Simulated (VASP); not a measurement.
**Al3RuN: single point with PBE**

Crystal: Al3RuN.

```xyz
10
Lattice="-0.0006 -3.0271 0.0000 -6.0772 -0.0008 -0.0008 -0.0008 -0.0001 -6.6083" Properties=species:S:1:pos:R:3 pbc="T T T"
Al   -4.6867   -1.5141   -1.9521
Al   -1.3917   -1.5139   -1.9515
Al   -4.4305   -1.5143   -4.6576
Al   -1.6483   -1.5137   -4.6572
Al   -6.0778   -3.0280    0.2818
Al   -3.0393   -3.0273   -0.2830
Ru   -3.0389   -0.0005   -3.1340
Ru   -0.0004    0.0000   -3.4748
N    -4.5582   -1.5141   -0.0007
N    -1.5195   -1.5138   -0.0001
```

* Program: VASP 6.6.1
* Task: single point
* Functional: PBE
* Potentials or basis: VASP PAW PBE potentials, release 64 (Al, Ru_pv, N)
* Cutoff: 520 eV
* k mesh: 8 × 4 × 4
* Occupations: gaussian, width 0.2 eV
* Spin: no spin polarisation
* Dipole correction: no
* Further INCAR settings: ALGO = Normal; EDIFF = 1e-07; NBANDS = 39

```
Pressure               : -0.1 GPa
Largest force          : 0.014 eV/Å
Band gap on the k mesh : zero (filled and empty bands touch)
```

Forces in eV/Å, atoms in the order of the input:
```
Al   0.000  0.000  0.014
Al   0.000  0.000  0.014
Al   0.000  0.000 -0.014
Al   0.001  0.000 -0.014
Al   0.000  0.001 -0.004
Al   0.000 -0.001  0.004
Ru  -0.001  0.001  0.004
Ru   0.000 -0.001 -0.003
N    0.000  0.000  0.000
N    0.000  0.000 -0.001
```

Levels at points of the mesh, in eV from the Fermi level:
```tsv
k point	band 25	band 26	band 27	band 28	band 29	band 30	band 31	band 32
(0.00, 0.00, 0.00)	-1.89	-1.58	-1.25	-0.76	0.19	0.99	1.87	4.27
(0.50, 0.00, 0.00)	-1.47	-0.98	-0.93	0.01	0.60	0.64	1.31	1.45
(0.00, 0.50, 0.00)	-1.74	-1.74	-1.38	-1.38	1.29	1.29	2.29	2.29
(0.50, 0.50, 0.00)	-1.84	-1.84	-0.95	-0.95	1.14	1.14	1.66	1.66
(0.00, 0.00, 0.50)	-1.50	-1.27	-1.25	-0.75	0.01	1.11	2.01	3.16
(0.50, 0.00, 0.50)	-2.08	-2.03	-1.47	-1.30	0.66	0.83	1.88	2.59
(0.00, 0.50, 0.50)	-1.72	-1.72	-1.35	-1.35	1.38	1.38	2.23	2.23
(0.50, 0.50, 0.50)	-1.84	-1.84	-0.56	-0.56	0.79	0.79	2.52	2.52
```

It took 6.6 min on 1 thread of Intel(R) Xeon(R) Platinum 8488C (Sapphire Rapids) (shared host), peak memory 0.4 GiB.
